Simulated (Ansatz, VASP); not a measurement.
AlAs in VASP and in Ansatz

```
CELL_PARAMETERS angstrom
0.00000 2.86765 2.86765
2.86765 0.00000 2.86765
2.86765 2.86765 0.00000
ATOMIC_POSITIONS crystal
Al 0.00000 0.00000 0.00000
As 0.75000 0.75000 0.75000
```

Change from the starting cell: volume scaled by 1.04.

Alike in both runs: task single point; functional PBEsol; k mesh 10 × 10 × 10; occupations fermi-dirac, width 0.05 eV; no spin polarisation.

```csv
,VASP,Ansatz
version,VASP 6.6.1,Ansatz 0.2.0
potentials or method,"VASP PAW PBE potentials, release 64 (Al, As), cutoff 500 eV","all-electron LAPW, scalar-relativistic"
```

|  | VASP | Ansatz | Ansatz less VASP |
| --- | --- | --- | --- |
| pressure (GPa) | -1.9 | -2.2 | -0.25 |

VASP's potentials were made for PBE, not for PBEsol. Ansatz ran all-electron here, and VASP with PAW potentials.
